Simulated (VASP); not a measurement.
# BeS (F-43m) in VASP: further runs

BeS is run at these levels: r2SCAN; tasks: single point.

Program: VASP 6.6.1. These are calculated values, not measurements. Logs are shortened: lines on timing, memory, paths and dates and some standing lists are left out, and cuts for length are marked.

**1. The cell of the first run**

The structure is cubic, space group F-43m (No. 216). Conventional cell: a = 4.869 Å, b = 4.869 Å, c = 4.869 Å, α = 90.00°, β = 90.00°, γ = 90.00°. Within 2.8 Å of Be (site symmetry -43m) lie 4 S at 2.11 Å. S (site symmetry -43m) has 4 Be at 2.11 Å within 2.8 Å.

**2. Single point, r2SCAN**

Input file POSCAR:

```
BeS
1.0
    0.0000000000      2.4343062282      2.4343062282
    2.4343062282      0.0000000000      2.4343062282
    2.4343062282      2.4343062282      0.0000000000
Be S
1 1
Direct
    0.0000000000      0.0000000000      0.0000000000
    0.2500000000      0.2500000000      0.2500000000
```

Input file INCAR.step1:

```
SYSTEM = BeS
PREC = Accurate
ENCUT = 520
ISMEAR = 0
SIGMA = 0.01
LREAL = .False.
LASPH = .True.
NELM = 100
NBANDS = 11
GGA = PE
ALGO = Normal
EDIFF = 1E-4
LWAVE = .True.
LCHARG = .False.
```

Input file INCAR.step2:

```
SYSTEM = BeS
PREC = Accurate
ENCUT = 520
EDIFF = 1E-7
ISMEAR = 0
SIGMA = 0.01
LREAL = .False.
LASPH = .True.
NELM = 100
ALGO = Normal
ISIF = 2
LWAVE = .False.
LCHARG = .False.
METAGGA = R2SCAN
LMIXTAU = .True.
NBANDS = 11
ISTART = 1
```

Input file KPOINTS:

```
regular mesh
0
Gamma
  8 8 8
  0 0 0
```

Potentials or basis: VASP PAW PBE potentials, release 64 (Be, S).

On the command line:

```
$ cat potpaw_PBE.64/Be/POTCAR potpaw_PBE.64/S/POTCAR > POTCAR
$ cp INCAR.step1 INCAR
$ mpirun -np 1 vasp_std > vasp.out
$ cp INCAR.step2 INCAR
$ mpirun -np 1 vasp_std > vasp.out
```

OUTCAR:

```text
SYSTEM = BeS
   PREC = Accurate
   ENCUT = 520
   EDIFF = 1E-7
   ISMEAR = 0
   LREAL = .False.
   LASPH = .True.
   NELM = 100
   ISIF = 2
   METAGGA = R2SCAN
   ISTART = 1

 ion  position               nearest neighbor table
   1  0.000  0.000  0.000-   2 2.11   2 2.11   2 2.11   2 2.11
   2  0.250  0.250  0.250-   1 2.11   1 2.11   1 2.11   1 2.11

  LATTYP: Found a face centered cubic cell.
 ALAT       =     4.8686124564

  Lattice vectors:

 A1 = (   0.0000000000,   2.4343062282,   2.4343062282)
 A2 = (   2.4343062282,   0.0000000000,   2.4343062282)
 A3 = (   2.4343062282,   2.4343062282,   0.0000000000)

Analysis of symmetry for initial positions (statically):
=====================================================================
 Subroutine PRICEL returns:
 Original cell was already a primitive cell.

 Routine SETGRP: Setting up the symmetry group for a
 face centered cubic supercell.

 Subroutine GETGRP returns: Found 24 space group operations
 (whereof 24 operations were pure point group operations)
 out of a pool of 48 trial point group operations.

The static configuration has the point symmetry T_d .

Analysis of symmetry for dynamics (positions and initial velocities):
=====================================================================
 Subroutine PRICEL returns:
 Original cell was already a primitive cell.

 Routine SETGRP: Setting up the symmetry group for a
 face centered cubic supercell.

 Subroutine GETGRP returns: Found 24 space group operations
 (whereof 24 operations were pure point group operations)
 out of a pool of 48 trial point group operations.

The dynamic configuration has the point symmetry T_d .

 Subroutine INISYM returns: Found 24 space group operations
 (whereof 24 operations are pure point group operations),
 and found     1 'primitive' translations

----------------------------------------------------------------------------------------

                                     Primitive cell

  volume of cell :      28.8507

  direct lattice vectors                    reciprocal lattice vectors
     0.000000000  2.434306228  2.434306228    -0.205397330  0.205397330  0.205397330
     2.434306228  0.000000000  2.434306228     0.205397330 -0.205397330  0.205397330
     2.434306228  2.434306228  0.000000000     0.205397330  0.205397330 -0.205397330

  length of vectors
     3.442628883  3.442628883  3.442628883     0.355758612  0.355758612  0.355758612

  position of ions in fractional coordinates (direct lattice)
     0.000000000  0.000000000  0.000000000
     0.250000000  0.250000000  0.250000000

[... 81 lines left out ...]
   NFREE  =      0    steps in history (QN), initial steepest desc. (CG)
   ISIF   =      2    stress and relaxation
   ISYM   =      2    0-nonsym 1-usesym 2-fastsym
   POTIM  = 0.5000    time-step for ionic-motion
   TEBEG  =    0.0;   TEEND  =   0.0 temperature during run
   PSTRESS=    0.0 pullay stress
   NELECT =       8.0000    total number of electrons
   NUPDOWN=      -1.0000    fix difference up-down
   EMIN   =  10.00;   EMAX   =-10.00  energy-range for DOS
   EFERMI =   0.00;   METHOD = LEGACY
   ISMEAR =     0;   SIGMA  =   0.01  broadening in eV -4-tet -1-fermi 0-gaus
   EFERMI_NEDOS =   21; number of points for ismear=-14 and -15
   IALGO  =     38    algorithm
   IMIX   =      4    mixing-type and parameters
     AMIX     =   0.40;   BMIX     =  1.00
     AMIX_MAG =   1.60;   BMIX_MAG =  1.00
  volume/ion in A,a.u.               =      14.43        97.35
  Fermi-wavevector in a.u.,A,eV,Ry     =   1.067545  2.017368 15.505918  1.139653
  Thomas-Fermi vector in A             =   2.203165
   LORBIT       =      0    0 simple, 1 ext, 2 COOP (PROOUT), +10 PAW based schemes
   METAGGA = R2SCAN    functional components
   LHFCALC =     F    Hartree Fock is set to
   AEXX    =    0.0000 exact exchange contribution
   IVDW    =     0    specifies the selected vdW correction
   LEPSILON=     F    determine dielectric tensor
   LRPA    =     F    only Hartree local field effects (RPA)
 non-spin polarized calculation
 Gauss-broadening in eV      SIGMA  =   0.01
  energy-cutoff  :      520.00
  volume of cell :       28.85
 maximum number of plane-waves:       791
 NGX is ok and might be reduce to    28
   NGX = 13   NGY = 13   NGZ = 13

 number of electron       7.9999999 magnetization

 Free energy of the ion-electron system (eV)
  ---------------------------------------------------
  ext. energy  EPLUGINS =         0.00000000
  ---------------------------------------------------
  free energy    TOTEN  =       -14.78653648 eV

  energy without entropy =      -14.78653648  energy(sigma->0) =      -14.78653648

 E-fermi :   3.9863     XC(G=0): -10.1335

 val. band max:        3.8486264093   @ k =   0.0000   0.0000   0.0000
 cond. band min:       7.4469650997   @ k =   0.5000   0.5000   0.0000
 fundamental gap:      3.5983386904
 Fermi energy:         3.9862828049

 k-point     1 :       0.0000    0.0000    0.0000
  band No.  band energies     occupation
      1     -10.3685      2.00000
      2       3.8486      2.00000
      3       3.8486      2.00000
      4       3.8486      2.00000
      5      10.1125      0.00000
      6      10.1125      0.00000
      7      10.1125      0.00000
      8      10.4332      0.00000
      9      17.2503      0.00000
     10      17.2503      0.00000
     11      19.6603      0.00000
[... 309 lines left out ...]
 k-point    24 :      -0.3750    0.2500    0.1250
  band No.  band energies     occupation
      1      -8.4402      2.00000
      2      -1.4890      2.00000
      3       1.0381      2.00000
      4       2.0020      2.00000
      5      10.4917      0.00000
      6      11.0366      0.00000
      7      13.6746      0.00000
      8      15.0507      0.00000
      9      16.1336      0.00000
     10      20.0368      0.00000
     11      20.7829      0.00000

 [... further k-points ...]
[... 5 lines left out ...]
  --------------------------------------------------------------------------------------
  -------------------------------------------------------------------------------------
  Total        0.0489109      0.0489109      0.0489109      0.0000000      0.0000000     -0.0000000
  in kB        2.7161943      2.7161943      2.7161943      0.0000000      0.0000000     -0.0000000
  external PRESSURE =       2.7161943 kB  Pullay stress =       0.0000000 kB

 VOLUME and BASIS-vectors are now :
 -----------------------------------------------------------------------------
  energy-cutoff  :      520.00
  volume of cell :       28.85
      direct lattice vectors                 reciprocal lattice vectors
     0.000000000  2.434306228  2.434306228    -0.205397330  0.205397330  0.205397330
     2.434306228  0.000000000  2.434306228     0.205397330 -0.205397330  0.205397330
     2.434306228  2.434306228  0.000000000     0.205397330  0.205397330 -0.205397330

 POSITION                                       TOTAL-FORCE (eV/Angst)
 -----------------------------------------------------------------------------------
      0.00000      0.00000      0.00000        -0.000000     -0.000000     -0.000000
      1.21715      1.21715      1.21715         0.000000      0.000000      0.000000
 -----------------------------------------------------------------------------------
    total drift:                                0.000000      0.000000      0.000000

  FREE ENERGIE OF THE ION-ELECTRON SYSTEM (eV)
  ---------------------------------------------------
  free  energy   TOTEN  =       -14.7865364798 eV

  energy  without entropy=      -14.7865364798  energy(sigma->0) =      -14.78653648
```

OUTCAR.step1:

```text
SYSTEM = BeS
   PREC = Accurate
   ENCUT = 520
   ISMEAR = 0
   LREAL = .False.
   LASPH = .True.
[... 558 lines left out ...]
      0.00000      0.00000      0.00000         0.000000      0.000000      0.000000
      1.21715      1.21715      1.21715        -0.000000     -0.000000     -0.000000
 -----------------------------------------------------------------------------------
    total drift:                               -0.000000     -0.000000     -0.000000

  FREE ENERGIE OF THE ION-ELECTRON SYSTEM (eV)
  ---------------------------------------------------
  free  energy   TOTEN  =       -10.0130707113 eV

  energy  without entropy=      -10.0130707113  energy(sigma->0) =      -10.01307071
```

Run time: 29 s. Hardware: 1 thread of Intel Xeon 6975P-C, shared host; peak memory 0.16 GiB.

Results:

```
Free energy            : -14.7865 eV
Pressure               : 0.3 GPa
Band gap on the k mesh : 3.60 eV, indirect (least direct gap 6.26 eV)
```

Caveat: the PAW data sets were made with another functional, which shifts forces and pressure a little. r2SCAN opens gaps a little over a GGA but as a rule still falls short of measured ones.

**3. Single point, r2SCAN (volume changed by +3%)**

Input file POSCAR:

```
BeS
1.0
    0.0000000000      2.4584098377      2.4584098377
    2.4584098377      0.0000000000      2.4584098377
    2.4584098377      2.4584098377      0.0000000000
Be S
1 1
Direct
    0.0000000000      0.0000000000      0.0000000000
    0.2500000000      0.2500000000      0.2500000000
```

Input file INCAR.step1:

```
PREC     = Accurate       # precision mode
ENCUT    = 520            # plane-wave cutoff, eV
ISMEAR   = 0              # smearing method
SIGMA    = 0.01           # smearing width, eV
LREAL    = F              # projectors in reciprocal space
LASPH    = T              # aspherical terms in the spheres
NELM     = 60             # most SCF steps
NBANDS   = 11             # bands
GGA      = PE             # functional
ALGO     = Normal         # electronic algorithm
EDIFF    = 1E-4           # SCF threshold, eV
LWAVE    = T              # write WAVECAR
LCHARG   = F              # write CHGCAR
```

Input file INCAR.step2:

```
PREC     = Accurate       # precision mode
ENCUT    = 520            # plane-wave cutoff, eV
EDIFF    = 1E-7           # SCF threshold, eV
ISMEAR   = 0              # smearing method
SIGMA    = 0.01           # smearing width, eV
LREAL    = F              # projectors in reciprocal space
LASPH    = T              # aspherical terms in the spheres
NELM     = 60             # most SCF steps
ALGO     = Normal         # electronic algorithm
ISIF     = 2              # what is computed and relaxed
LWAVE    = F              # write WAVECAR
LCHARG   = F              # write CHGCAR
METAGGA  = R2SCAN         # meta-GGA
LMIXTAU  = T            
NBANDS   = 11             # bands
ISTART   = 1
```

Input file KPOINTS:

```
Automatic mesh
0
Gamma
  8 8 8
```

Potentials or basis: VASP PAW PBE potentials, release 64 (Be, S).

On the command line:

```
$ cat potpaw_PBE.64/Be/POTCAR potpaw_PBE.64/S/POTCAR > POTCAR
$ cp INCAR.step1 INCAR
$ mpirun -np 1 vasp_std > vasp.out
$ cp INCAR.step2 INCAR
$ mpirun -np 1 vasp_std > vasp.out
```

Run time: 33 s. Hardware: 1 thread of Intel Xeon 6975P-C, shared host; peak memory 0.16 GiB.

The run converged. Its results:

| Quantity | Value |
| --- | --- |
| Free energy | -14.7806 eV |
| Pressure | -2.5 GPa |
| Band gap on the k mesh | 3.66 eV, indirect (least direct gap 6.23 eV) |

Levels at points of the mesh, in eV from the valence-band top:
```
           k point  band 2  band 3  band 4  band 5  band 6  band 7
(0.00, 0.00, 0.00)    0.00    0.00    0.00    6.28    6.28    6.28
(0.50, 0.00, 0.00)   -5.69   -1.00   -1.00    5.95    7.15    7.15
(0.50, 0.50, 0.00)   -4.98   -2.57   -2.57    3.66    5.42   13.53
```

Caveat: the PAW data sets were made with another functional, which shifts forces and pressure a little. A k mesh can miss the band edges.

**4. Single point, r2SCAN (volume changed by +6%)**

Input file POSCAR:

```
BeS
1.0
    0.0000000000      2.4820498440      2.4820498440
    2.4820498440      0.0000000000      2.4820498440
    2.4820498440      2.4820498440      0.0000000000
Be S
1 1
Direct
    0.0000000000      0.0000000000      0.0000000000
    0.2500000000      0.2500000000      0.2500000000
```

Input file INCAR.step1:

```
SYSTEM = BeS
  ALGO = Normal
  EDIFF = 1E-4
  ENCUT = 520
  GGA = PE
  ISMEAR = 0
  LASPH = .True.
  LCHARG = .False.
  LREAL = .False.
  LWAVE = .True.
  NBANDS = 11
  NELM = 80
  PREC = Accurate
  SIGMA = 0.01
```

Input file INCAR.step2:

```
SYSTEM = BeS
  ALGO = Normal
  EDIFF = 1E-6
  ENCUT = 520
  ISIF = 2
  ISMEAR = 0
  ISTART = 1
  LASPH = .True.
  LCHARG = .False.
  LMIXTAU = .True.
  LREAL = .False.
  LWAVE = .False.
  METAGGA = R2SCAN
  NBANDS = 11
  NELM = 80
  PREC = Accurate
  SIGMA = 0.01
```

Input file KPOINTS:

```
k-points
0
Gamma
  8 8 8
  0 0 0
```

On the command line:

```
$ cat potpaw_PBE.64/Be/POTCAR potpaw_PBE.64/S/POTCAR > POTCAR
$ cp INCAR.step1 INCAR
$ mpirun -np 1 vasp_std > vasp.out
$ cp INCAR.step2 INCAR
$ mpirun -np 1 vasp_std > vasp.out
```

It took 31 s on 1 thread of Intel Xeon 6975P-C, shared host; peak memory 0.16 GiB.

Results (log left out):

| Property | Result |
| --- | --- |
| Free energy | -14.7608 eV |
| Pressure | -4.9 GPa |
| Band gap on the k mesh | 3.72 eV, indirect (least direct gap 6.07 eV) |

Levels at points of the mesh, in eV from the valence-band top:
```tsv
k point	band 1	band 2	band 3	band 4	band 5	band 6	band 7	band 8
(0.00, 0.00, 0.00)	-13.83	0.00	0.00	0.00	6.07	6.29	6.29	6.29
(0.50, 0.00, 0.00)	-12.34	-5.51	-0.96	-0.96	5.84	7.16	7.16	11.69
(0.50, 0.50, 0.00)	-11.84	-4.83	-2.47	-2.47	3.72	5.43	13.30	13.30
```

Caveat: the PAW data sets were made with another functional, which shifts forces and pressure a little. A k mesh can miss the band edges.

**5. The runs side by side**

| cell | gap on the mesh (eV) | pressure (GPa) |
| --- | --- | --- |
| a = 3.443 Å, angles 60.0°, 2 atoms | 3.60 | 0.3 |
| a = 3.477 Å, angles 60.0°, 2 atoms | 3.66 | -2.5 |
| a = 3.510 Å, angles 60.0°, 2 atoms | 3.72 | -4.9 |

Alike in all rows: task single point; level r2SCAN; potentials or basis VASP PAW PBE potentials, release 64 (Be, S); no spin polarisation; k mesh 8 × 8 × 8; cutoff (eV) 520; smearing gaussian 0.01 eV.

Caveats: the PAW data sets were made with another functional, which shifts forces and pressure a little.

Total energies depend on the potentials used, so only differences within one code and one set of settings carry meaning.
